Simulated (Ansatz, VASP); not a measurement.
Zn: VASP beside Ansatz

```
Zn
1.0
     0.00000    1.91440    1.91440
     1.91440    0.00000    1.91440
     1.91440    1.91440    0.00000
Zn
1
Direct
  0.00000 0.00000 0.00000
```

Change from the starting cell: volume scaled by 0.925, to set the pressure.

Alike in both runs: task single point; functional PBE; k mesh 17 × 17 × 17; occupations fermi-dirac, width 0.1 eV; no spin polarisation.

|  | VASP | Ansatz |
| --- | --- | --- |
| version | VASP 6.6.1 | Ansatz 0.2.0 |
| potentials or method | VASP PAW PBE potentials, release 64 (Zn) | PAW with Ansatz's default frozen-core files, scalar-relativistic |
| plane-wave cutoff (eV) | 500 | 420 |
| valence electrons in the cell | 12 | 12 |

Ansatz gave:

- pressure (GPa): 6.7

Q: Estimate VASP's values.

A: Pressure (GPa): 7.2.

The functional is the same, so the differences come from potentials, cutoffs and numerics.
